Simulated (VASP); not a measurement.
The system is Cu2H3.

```
Cu H
1.0
     3.29183    0.00000    0.00000
     0.00000    4.04957    0.00000
     0.00000    0.00000    4.88184
Cu H
2 3
Direct
  0.50000 0.50000 0.50000
  0.50000 0.00000 0.50000
  0.00000 0.00000 0.50000
  0.50000 0.00000 0.00000
  0.00000 0.00000 0.00000
```

The cell was generated, and may not be a known phase.

```yaml
Program: VASP 6.6.1
Task: relaxation of cell and atoms
Functional: PBE
Potentials_or_basis: VASP PAW PBE potentials, release 64 (Cu, H)
Cutoff: 600 eV
k_mesh: 6 × 4 × 4
Occupations: gaussian, width 0.1 eV
Spin: no spin polarisation
```

At the start: pressure 5.3 GPa; volume 13.02 Å³/atom.

How do energy, volume and symmetry change on relaxing?

Over 12 steps the energy falls by 390.9 meV/atom; space group Pmmm (No. 47, to 0.1 Å) before and after.

Step by step:
```tsv
step	energy change (eV)	largest force (eV/Å)	pressure (GPa)	volume (Å³)
1	0.0000	0.0000	5.32	65.08
2	-1.5668	0.0000	-3.43	68.47
3	-1.7989	0.0000	-3.93	69.54
4	-1.7545	0.0000	-1.64	70.91
5	-1.8538	0.0000	-3.70	70.13
6	-1.8514	0.0000	-3.80	70.07
7	-1.9360	0.0000	-0.60	66.51
8	-1.9363	0.0000	-0.65	66.38
9	-1.9493	0.0000	-0.20	65.75
10	-1.9537	0.0000	-0.02	65.32
11	-1.9503	0.0000	0.60	64.45
12	-1.9545	0.0000	-0.05	65.10
```

Final structure:
```
Cu H
1.0
     2.77884    0.00000    0.00000
     0.00000    4.82687    0.00000
     0.00000    0.00000    4.85318
Cu H
2 3
Direct
  0.50000 0.50000 0.50000
  0.50000 0.00000 0.50000
  0.00000 0.00000 0.50000
  0.50000 0.00000 0.00000
  0.00000 0.00000 0.00000
```

Caveat: the k points lie up to 0.38 Å⁻¹ apart in the final cell, too coarse for converged energies and pressures of a metal; a cell axis changed by over 15 % at a fixed basis, so the end point is rough; an odd number of electrons without spin polarisation forces a metal; a magnetic or distorted state may lie lower.
